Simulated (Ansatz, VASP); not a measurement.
## Two plane-wave programs on SiO2

```
Si O
1.0
     4.52408    0.00000    0.00000
     0.00000    4.52408    0.00000
     0.00000    0.00000    2.54660
Si O
2 4
Direct
  0.50000 0.50000 0.50000
  0.00000 0.00000 0.00000
  0.69301 0.69301 0.00000
  0.19301 0.80699 0.50000
  0.30699 0.30699 0.00000
  0.80699 0.19301 0.50000
```

Alike in both runs: task single point; functional PBE; k mesh 6 × 6 × 10; occupations gaussian, width 0.05 eV; no spin polarisation.

|  | VASP | Ansatz |
| --- | --- | --- |
| version | VASP 6.6.1 | Ansatz 0.2.0 |
| potentials or method | VASP PAW PBE potentials, release 64 (Si, O), cutoff 520 eV | scalar-relativistic, plane waves, PAW |
| valence electrons in the cell | 32 | 32 |

VASP gave:

```
gap on the k mesh at the Fermi level (eV)                     : 4.06
least direct gap on the mesh (eV)                             : 4.06
pressure (GPa)                                                : -11.5
traceless stress, the component that is largest in VASP (GPa) : 31.88
rms of the force components (eV/Å)                            : 0.773
```

Question: What did Ansatz give for the same quantities?

Answer: gap on the k mesh at the Fermi level (eV): 4.09; least direct gap on the mesh (eV): 4.09; pressure (GPa): -11.8; traceless stress, the component that is largest in VASP (GPa): 31.23; rms of the force components (eV/Å): 0.795.

Atom by atom the forces differ by 0.022 eV/Å (rms over components).
